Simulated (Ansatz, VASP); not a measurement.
LiCl in VASP and in Ansatz

```xyz
2
Lattice="0.0000 2.5560 2.5560 2.5560 0.0000 2.5560 2.5560 2.5560 0.0000" Properties=species:S:1:pos:R:3 pbc="T T T"
Li    0.0000    0.0000    0.0000
Cl    2.5560    2.5560    2.5560
```

Alike in both runs: task single point; functional PBE-based screened hybrid; k mesh 4 × 4 × 4; no spin polarisation.

```csv
,VASP,Ansatz
version,VASP 6.6.1,Ansatz 0.2.0
potentials or method,"VASP PAW PBE potentials, release 64 (Li_sv, Cl)",plane waves
plane-wave cutoff (eV),520,420
occupations,"gaussian, width 0.01 eV",fixed
valence electrons in the cell,10,10
```

```csv
,VASP,Ansatz,Ansatz less VASP
gap on the k mesh at the Fermi level (eV),7.00,6.99,-0.007
```

VASP's potentials were made for PBE, not for PBE-based screened hybrid. Ansatz's warnings: stress exchange threshold loose, stress scf threshold loose.

The k mesh is coarse, so the values compare programs but aren't converged. Noted on VASP's run: the cutoff is short for stress, so the pressure is rough.
